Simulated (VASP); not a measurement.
# PbF2 (Fm-3m) in VASP: notebook

PbF2 is run at these levels: PBE; tasks: single point.

Everything below comes from runs of VASP 6.6.1. Logs are shortened: lines on timing, memory, paths and dates and some standing lists are left out, and cuts for length are marked.

## 1. The cell of the first run

The structure is cubic, space group Fm-3m (No. 225). Conventional cell: a = 5.770 Å, b = 5.770 Å, c = 5.770 Å, α = 90.00°, β = 90.00°, γ = 90.00°. Pb (site symmetry m-3m) has 8 F at 2.50 Å within 3.3 Å. F (site symmetry -43m) has 4 Pb at 2.50 Å and 6 F at 2.88 Å within 3.3 Å.

## 2. Single point, PBE (strained)

The input, INCAR:

```
PREC     = Accurate       # precision mode
ENCUT    = 520            # plane-wave cutoff, eV
EDIFF    = 1E-6           # SCF threshold, eV
ISMEAR   = 0              # smearing method
SIGMA    = 0.02           # smearing width, eV
LREAL    = F              # projectors in reciprocal space
LASPH    = T              # aspherical terms in the spheres
NELM     = 60             # most SCF steps
ALGO     = Normal         # electronic algorithm
ISIF     = 2              # what is computed and relaxed
LWAVE    = F              # write WAVECAR
LCHARG   = T              # write CHGCAR
GGA      = PE             # functional
LELF     = T              # ELF
LVHAR    = T            
NBANDS   = 21             # bands
```

The input, KPOINTS:

```
Automatic mesh
0
Gamma
  8 8 8
```

The input, POSCAR:

```
PbF2
1.0
    0.0000000000      2.8849122900      2.8849122900
    2.8849122900      0.0000000000      2.8849122900
    2.8849122900      2.8849122900      0.0000000000
Pb F
1 2
Direct
    0.0000000000      0.0000000000      0.0000000000
    0.2500000000      0.2500000000      0.2500000000
    0.7500000000      0.7500000000      0.7500000000
```

Potentials or basis: VASP PAW PBE potentials, release 64 (Pb_d, F).

Command:

```
$ cat potpaw_PBE.64/Pb_d/POTCAR potpaw_PBE.64/F/POTCAR > POTCAR
$ mpirun -np 1 vasp_std > vasp.out
```

OUTCAR:

```text
PREC = Accurate
   ENCUT = 520
   EDIFF = 1E-6
   ISMEAR = 0
   LREAL = F
   LASPH = T
   NELM = 60
   ISIF = 2
   GGA = PE

 ion  position               nearest neighbor table
   1  0.000  0.000  0.000-   3 2.50   3 2.50   3 2.50   2 2.50   3 2.50   2 2.50   2 2.50   2 2.50

   2  0.250  0.250  0.250-   1 2.50   1 2.50   1 2.50   1 2.50
   3  0.750  0.750  0.750-   1 2.50   1 2.50   1 2.50   1 2.50

  LATTYP: Found a face centered cubic cell.
 ALAT       =     5.7698245800

  Lattice vectors:

 A1 = (   0.0000000000,   2.8849122900,   2.8849122900)
 A2 = (   2.8849122900,   0.0000000000,   2.8849122900)
 A3 = (   2.8849122900,   2.8849122900,   0.0000000000)

Analysis of symmetry for initial positions (statically):
=====================================================================
 Subroutine PRICEL returns:
 Original cell was already a primitive cell.

 Routine SETGRP: Setting up the symmetry group for a
 face centered cubic supercell.

 Subroutine GETGRP returns: Found 48 space group operations
 (whereof 48 operations were pure point group operations)
 out of a pool of 48 trial point group operations.

The static configuration has the point symmetry O_h .

Analysis of symmetry for dynamics (positions and initial velocities):
=====================================================================
 Subroutine PRICEL returns:
 Original cell was already a primitive cell.

 Routine SETGRP: Setting up the symmetry group for a
 face centered cubic supercell.

 Subroutine GETGRP returns: Found 48 space group operations
 (whereof 48 operations were pure point group operations)
 out of a pool of 48 trial point group operations.

The dynamic configuration has the point symmetry O_h .

 Subroutine INISYM returns: Found 48 space group operations
 (whereof 48 operations are pure point group operations),
 and found     1 'primitive' translations

----------------------------------------------------------------------------------------

                                     Primitive cell

  volume of cell :      48.0206

  direct lattice vectors                    reciprocal lattice vectors
     0.000000000  2.884912290  2.884912290    -0.173315494  0.173315494  0.173315494
     2.884912290  0.000000000  2.884912290     0.173315494 -0.173315494  0.173315494
     2.884912290  2.884912290  0.000000000     0.173315494  0.173315494 -0.173315494

  length of vectors
     4.079882087  4.079882087  4.079882087     0.300191242  0.300191242  0.300191242
[... 76 lines left out ...]
   ICHARG =      2    charge: 1-file 2-atom 10-const
   ISPIN  =      1    spin polarized calculation?
   LNONCOLLINEAR =      F non collinear calculations
   LSORBIT =      F    spin-orbit coupling
   LASPH  =      T    aspherical Exc in radial PAW
   ENCUT  =  520.0 eV  38.22 Ry    6.18 a.u.   7.59  7.59  7.59*2*pi/ulx,y,z
   NELM   =     60;   NELMIN=  2; NELMDL= -5     # of ELM steps
   EDIFF  = 0.1E-05   stopping-criterion for ELM
   LREAL  =      F    real-space projection
   EDIFFG = 0.1E-04   stopping-criterion for IOM
   NSW    =      0    number of steps for IOM
   IBRION =     -1    ionic relax: 0-MD 1-quasi-New 2-CG
   NFREE  =      0    steps in history (QN), initial steepest desc. (CG)
   ISIF   =      2    stress and relaxation
   ISYM   =      2    0-nonsym 1-usesym 2-fastsym
   POTIM  = 0.5000    time-step for ionic-motion
   TEBEG  =    0.0;   TEEND  =   0.0 temperature during run
   PSTRESS=    0.0 pullay stress
   NELECT =      28.0000    total number of electrons
   NUPDOWN=      -1.0000    fix difference up-down
   EMIN   =  10.00;   EMAX   =-10.00  energy-range for DOS
   EFERMI =   0.00;   METHOD = LEGACY
   ISMEAR =     0;   SIGMA  =   0.02  broadening in eV -4-tet -1-fermi 0-gaus
   EFERMI_NEDOS =   21; number of points for ismear=-14 and -15
   IALGO  =     38    algorithm
   IMIX   =      4    mixing-type and parameters
     AMIX     =   0.40;   BMIX     =  1.00
     AMIX_MAG =   1.60;   BMIX_MAG =  1.00
  volume/ion in A,a.u.               =      16.01       108.02
  Fermi-wavevector in a.u.,A,eV,Ry     =   1.367681  2.584543 25.450405  1.870552
  Thomas-Fermi vector in A             =   2.493712
   LORBIT       =      0    0 simple, 1 ext, 2 COOP (PROOUT), +10 PAW based schemes
   GGA     = PE    functional components
   LHFCALC =     F    Hartree Fock is set to
   AEXX    =    0.0000 exact exchange contribution
   IVDW    =     0    specifies the selected vdW correction
   LEPSILON=     F    determine dielectric tensor
   LRPA    =     F    only Hartree local field effects (RPA)
 non-spin polarized calculation
 Gauss-broadening in eV      SIGMA  =   0.02
  energy-cutoff  :      520.00
  volume of cell :       48.02
 maximum number of plane-waves:      1308
   NGX = 15   NGY = 15   NGZ = 15

 number of electron      27.9999976 magnetization

 Free energy of the ion-electron system (eV)
  ---------------------------------------------------
  ext. energy  EPLUGINS =         0.00000000
  ---------------------------------------------------
  free energy    TOTEN  =       -14.17358956 eV

  energy without entropy =      -14.17358956  energy(sigma->0) =      -14.17358956

 E-fermi :   3.0857     XC(G=0):  -9.8170

 val. band max:        2.9546234436   @ k =  -0.2500   0.5000   0.2500
 cond. band min:       7.3376861585   @ k =   0.5000   0.5000   0.0000
 fundamental gap:      4.3830627149
 Fermi energy:         3.0856632383

 k-point     1 :       0.0000    0.0000    0.0000
  band No.  band energies     occupation
      1     -18.8626      2.00000
      2     -18.0870      2.00000
      3     -11.6308      2.00000
      4     -11.6308      2.00000
      5     -11.6308      2.00000
      6     -11.5316      2.00000
[... 565 lines left out ...]
     20      19.5743      0.00000
     21      19.8343      0.00000

 [... further k-points ...]
[... 5 lines left out ...]
  --------------------------------------------------------------------------------------
  -------------------------------------------------------------------------------------
  Total        3.0517186      3.0517186      3.0517186     -0.0000000      0.0000000     -0.0000000
  in kB      101.8186255    101.8186255    101.8186255     -0.0000000      0.0000000     -0.0000000
  external PRESSURE =     101.8186255 kB  Pullay stress =       0.0000000 kB

 VOLUME and BASIS-vectors are now :
 -----------------------------------------------------------------------------
  energy-cutoff  :      520.00
  volume of cell :       48.02
      direct lattice vectors                 reciprocal lattice vectors
     0.000000000  2.884912290  2.884912290    -0.173315494  0.173315494  0.173315494
     2.884912290  0.000000000  2.884912290     0.173315494 -0.173315494  0.173315494
     2.884912290  2.884912290  0.000000000     0.173315494  0.173315494 -0.173315494

 POSITION                                       TOTAL-FORCE (eV/Angst)
 -----------------------------------------------------------------------------------
      0.00000      0.00000      0.00000         0.000000     -0.000000      0.000000
      1.44246      1.44246      1.44246         0.000000      0.000000     -0.000000
      4.32737      4.32737      4.32737        -0.000000     -0.000000     -0.000000
 -----------------------------------------------------------------------------------
    total drift:                                0.000000     -0.000000      0.000000

  FREE ENERGIE OF THE ION-ELECTRON SYSTEM (eV)
  ---------------------------------------------------
  free  energy   TOTEN  =       -14.1735895578 eV

  energy  without entropy=      -14.1735895578  energy(sigma->0) =      -14.17358956
```

OSZICAR:

```text
N       E                     dE             d eps       ncg     rms          rms(c)
DAV:   1     0.301818624122E+03    0.30182E+03   -0.14626E+04  1226   0.157E+03
DAV:   2     0.114799741388E+02   -0.29034E+03   -0.27285E+03  1259   0.436E+02
DAV:   3    -0.151935104753E+02   -0.26673E+02   -0.26363E+02  1494   0.139E+02
DAV:   4    -0.159399345269E+02   -0.74642E+00   -0.74605E+00  1364   0.242E+01
DAV:   5    -0.159646415305E+02   -0.24707E-01   -0.24706E-01  1661   0.459E+00    0.787E+00
DAV:   6    -0.141648469508E+02    0.17998E+01   -0.79491E+00  1653   0.234E+01    0.243E+00
DAV:   7    -0.141737969666E+02   -0.89500E-02   -0.39721E-01  1283   0.401E+00    0.149E+00
DAV:   8    -0.141763254593E+02   -0.25285E-02   -0.89785E-02  1263   0.350E+00    0.554E-01
DAV:   9    -0.141725194361E+02    0.38060E-02   -0.17078E-02  1715   0.114E+00    0.100E-01
DAV:  10    -0.141735543216E+02   -0.10349E-02   -0.13710E-03  1268   0.247E-01    0.317E-02
DAV:  11    -0.141735850043E+02   -0.30683E-04   -0.68809E-05  1333   0.786E-02    0.111E-02
DAV:  12    -0.141735904229E+02   -0.54186E-05   -0.29643E-05  1425   0.592E-02    0.566E-03
DAV:  13    -0.141735895578E+02    0.86506E-06   -0.24651E-06  1340   0.216E-02
   1 F= -.14173590E+02 E0= -.14173590E+02  d E =-.300397E-22
```

It used 35 s of CPU time on 1 thread of AMD EPYC 7R13 Processor (Zen 3), with other jobs on the host.

What came out:

| Quantity | Value |
| --- | --- |
| Free energy | -14.1736 eV |
| Pressure | 10.2 GPa |
| Band gap on the k mesh | 4.38 eV, indirect (least direct gap 4.54 eV) |

Levels at points of the mesh, in eV from the valence-band top:
```
           k point  band 11  band 12  band 13  band 14  band 15  band 16  band 17  band 18
(0.00, 0.00, 0.00)    -3.04    -2.53    -2.53    -2.53     6.82     6.82     6.82    10.82
(0.50, 0.00, 0.00)    -3.32    -2.69    -2.69    -0.09     4.98     7.90     7.90    13.33
(0.50, 0.50, 0.00)    -2.06    -2.04    -2.04    -0.16     4.38     8.18     8.18     8.74
```

Caveat: the cell differs from its parent crystal (strained); spin-orbit coupling is left out, which moves the levels of the heavy elements.

## 3. Single point, PBE (strained)

The input, INCAR:

```
SYSTEM = PbF2
PREC     = Accurate       ! precision mode
ENCUT    = 520            ! plane-wave cutoff, eV
EDIFF    = 1E-6           ! SCF threshold, eV
ISMEAR   = 0              ! smearing method
SIGMA    = 0.02           ! smearing width, eV
LREAL    = .FALSE.        ! projectors in reciprocal space
LASPH    = .TRUE.         ! aspherical terms in the spheres
NELM     = 80             ! most SCF steps
ALGO     = Normal         ! electronic algorithm
ISIF     = 2              ! what is computed and relaxed
LWAVE    = .FALSE.        ! write WAVECAR
LCHARG   = .FALSE.        ! write CHGCAR
GGA      = PE             ! functional
NBANDS   = 21             ! bands
```

The input, KPOINTS:

```
regular mesh
0
G
  8 8 8
  0 0 0
```

The input, POSCAR:

```
PbF2
1.0
    0.0000000000      2.9861247780      2.9861247780
    2.9861247780      0.0000000000      2.9861247780
    2.9861247780      2.9861247780      0.0000000000
Pb F
1 2
Direct
    0.0000000000      0.0000000000      0.0000000000
    0.2500000000      0.2500000000      0.2500000000
    0.7500000000      0.7500000000      0.7500000000
```

Potentials or basis: VASP PAW PBE potentials, release 64 (Pb_d, F).

Command:

```
$ cat potpaw_PBE.64/Pb_d/POTCAR potpaw_PBE.64/F/POTCAR > POTCAR
$ mpirun -np 1 vasp_std > vasp.out
```

Wall time 1.7 min (1 thread of AMD EPYC 7R13 (Zen 3), shared host); peak memory 0.16 GiB.

It converged, with:

- Free energy: -14.3483 eV
- Pressure: 0.8 GPa
- Band gap on the k mesh: 4.42 eV, indirect (least direct gap 4.56 eV)

Levels at points of the mesh, in eV from the valence-band top:
| k point | band 10 | band 11 | band 12 | band 13 | band 14 | band 15 | band 16 | band 17 | band 18 | band 19 |
| --- | --- | --- | --- | --- | --- | --- | --- | --- | --- | --- |
| (0.00, 0.00, 0.00) | -2.33 | -2.33 | -1.84 | -1.84 | -1.84 | 6.75 | 6.75 | 6.75 | 10.58 | 15.10 |
| (0.50, 0.00, 0.00) | -2.52 | -2.52 | -2.01 | -2.01 | -0.02 | 5.03 | 7.60 | 7.60 | 13.18 | 13.71 |
| (0.50, 0.50, 0.00) | -3.36 | -1.43 | -1.43 | -1.43 | -0.14 | 4.42 | 7.82 | 7.82 | 9.01 | 14.11 |

Caveat: the cell differs from its parent crystal (strained); spin-orbit coupling is left out, which moves the levels of the heavy elements. A k mesh can miss the band edges.
